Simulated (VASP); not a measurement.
Runs of VASP 6.6.1 on HgSe. The structure is that of space group F-43m (No. 216), or close to it. The cells are those of the table. 

| task | cell | cutoff (eV) | gap on the mesh (eV) | pressure (GPa) |
| --- | --- | --- | --- | --- |
| single point | a = 4.236 Å, angles 60.0°, 2 atoms | 500 | none | 8.2 |
| electric field gradients | a = 4.294 Å, angles 60.0°, 2 atoms | 400 | none | (a) |
| electric field gradients | a = 4.350 Å, angles 60.0°, 2 atoms | 400 | none | 2.8 |
| electric field gradients | a = 4.236 Å, angles 60.0°, 2 atoms | 400 | none | 8.2 |
| single point | a = 4.350 Å, angles 60.0°, 2 atoms | 500 | none | 2.8 |
| single point | a = 4.322 Å, angles 60.0°, 2 atoms | 500 | none | 3.9 |

Alike in all rows: level PBE; potentials or basis VASP PAW PBE potentials, release 64 (Hg, Se); no spin polarisation; k mesh 9 × 9 × 9; smearing fermi-dirac 0.02 eV.

Q: Fill in the values left out.

A: (a) 5.2.

Caveats: spin-orbit coupling is left out, which moves the levels of the heavy elements.

A k mesh can miss the band edges, and the runs leave out spin-orbit coupling on Hg, Se.

A gap of «none» marks levels without a gap at the run's occupations.
